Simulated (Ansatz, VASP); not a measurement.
## One calculation of Ga, two programs

The input INCAR:

```
ALGO = Normal
EDIFF = 1E-6
ENCUT = 520
GGA = RE
ISIF = 2
ISMEAR = -1
LASPH = True
LCHARG = False
LREAL = False
LWAVE = False
NBANDS = 20
NELM = 100
PREC = Accurate
SIGMA = 0.1
```

File KPOINTS:

```
k-points
0
Gamma
  13 13 8
```

Contents of POSCAR:

```
Ga
1.0
    3.1415742313      0.0000000000      0.0000000000
   -1.5707871157      2.7206830922      0.0000000000
    0.0000000000      0.0000000000      4.9574944325
Ga
2
Direct
    0.3333333333      0.6666666667      0.2500000000
    0.6666666667      0.3333333333      0.7500000000
```

Input for Ansatz:

```yaml
crystal:
  lattice:
    - [3.1415742313, 0.0, 0.0]
    - [-1.5707871157, 2.7206830922, 0.0]
    - [0.0, 0.0, 4.9574944325]
  atoms:
    - { symbol: Ga, position: [0.3333333333, 0.6666666667, 0.25] }
    - { symbol: Ga, position: [0.6666666667, 0.3333333333, 0.75] }
hamiltonian:
  xc: revpbe
  pseudopotentials:
    kind: paw
    azcp:
      Ga: "pseudopotentials/Ga.paw.azcp"
basis:
  ecutwfc: 420
  fft_grid_basis: typed
kpoints:
  mp_grid: { grid: [13, 13, 8], shift: [0, 0, 0] }
magnetization:
  spin_polarized: false
scf:
  occupations: { method: fermi_dirac, width: 0.1 }
  lower_state_search: "off"
output:
  stress: true
```

Alike in both runs: task single point; functional revPBE; k mesh 13 × 13 × 8; occupations fermi-dirac, width 0.1 eV; no spin polarisation.

|  | VASP | Ansatz |
| --- | --- | --- |
| version | VASP 6.6.1 | Ansatz 0.2.0 |
| potentials or method | VASP PAW PBE potentials, release 64 (Ga_d), cutoff 520 eV | plane waves (420 eV) with PAW, scalar-relativistic |
| valence electrons in the cell | 26 | 26 |

VASP gave:

| Item | Value |
| --- | --- |
| pressure (GPa) | -2.6 |
| traceless stress, the component that is largest in VASP (GPa) | -0.12 |

Which values does Ansatz return?

Pressure (GPa): -2.7; traceless stress, the component that is largest in VASP (GPa): -0.13.

VASP's potentials were made for PBE, not for revPBE. With one functional, cell and mesh, what is left measures potentials, basis and numerics.
